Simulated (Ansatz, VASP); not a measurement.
## Cd3HgSe4: VASP beside Ansatz

```
CELL_PARAMETERS angstrom
-3.10583 3.10583 6.21283
3.10583 -3.10583 6.21283
3.10583 3.10583 -6.21283
ATOMIC_POSITIONS crystal
Cd 0.50000 0.50000 0.00000
Cd 0.25000 0.75000 0.50000
Cd 0.75000 0.25000 0.50000
Hg 0.00000 0.00000 0.00000
Se 0.87403 0.87403 0.49628
Se 0.37776 0.37776 0.50372
Se 0.12597 0.62224 0.00000
Se 0.62224 0.12597 0.00000
```

Alike in both runs: functional PBE; k mesh 8 × 8 × 8; occupations gaussian, width 0.01 eV; no spin polarisation.

Ansatz relaxed the structure, and its values are those at the end. VASP's run is a single point on that final structure, the one shown.

|  | VASP | Ansatz |
| --- | --- | --- |
| version | VASP 6.6.1 | Ansatz 0.2.0 |
| potentials or method | VASP PAW PBE potentials, release 64 (Cd, Hg, Se), cutoff 520 eV | scalar-relativistic, plane waves, PAW |
| valence electrons in the cell | 72 | 144 |

```csv
,VASP,Ansatz,Ansatz less VASP
gap on the k mesh at the Fermi level (eV),0.10,0.11,+0.002
least direct gap on the mesh (eV),0.10,0.11,+0.002
pressure (GPa),0.2,0.0,-0.23
```

The functional is the same, so the differences come from potentials, cutoffs and numerics. VASP's potentials hold 72 valence electrons a cell and Ansatz's 144, so a difference there can come from the potentials and not from the codes.

Spin-orbit coupling is off throughout.
